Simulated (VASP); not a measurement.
**NaCl: single point with PBE**

The system is NaCl.

```xyz
2
Lattice="0.0000 2.8194 2.8194 2.8194 0.0000 2.8194 2.8194 2.8194 0.0000" Properties=species:S:1:pos:R:3 pbc="T T T"
Na    2.8194    2.8194    2.8194
Cl    0.0000    0.0000    0.0000
```

* Program: VASP 6.6.1
* Task: single point
* Functional: PBE
* Potentials or basis: VASP PAW PBE potentials, release 64 (Na_pv, Cl)
* Cutoff: 520 eV
* k mesh: 8 × 8 × 8
* Occupations: gaussian, width 0.02 eV
* Spin: no spin polarisation
* Dipole correction: no
* Further INCAR settings: ALGO = Normal; EDIFF = 1e-06; NBANDS = 14

```json
{
 "Pressure": "0.7 GPa",
 "Band gap on the k mesh": "5.11 eV"
}
```

Levels at points of the mesh, in eV from the valence-band top:
| k point | band 3 | band 4 | band 5 | band 6 | band 7 | band 8 | band 9 | band 10 | band 11 | band 12 |
| --- | --- | --- | --- | --- | --- | --- | --- | --- | --- | --- |
| (0.00, 0.00, 0.00) | -20.82 | -12.66 | 0.00 | 0.00 | 0.00 | 5.11 | 11.12 | 11.12 | 11.12 | 13.28 |
| (0.50, 0.00, 0.00) | -20.82 | -12.32 | -1.92 | -0.26 | -0.26 | 7.27 | 10.63 | 10.97 | 10.97 | 14.99 |
| (0.50, 0.50, 0.00) | -20.83 | -12.28 | -1.66 | -0.60 | -0.60 | 7.54 | 8.08 | 11.32 | 14.78 | 14.78 |

Wall time 26 s on 1 thread of Intel Xeon 8259CL, on a shared host, peak memory 0.16 GiB.

A k mesh can miss the band edges.
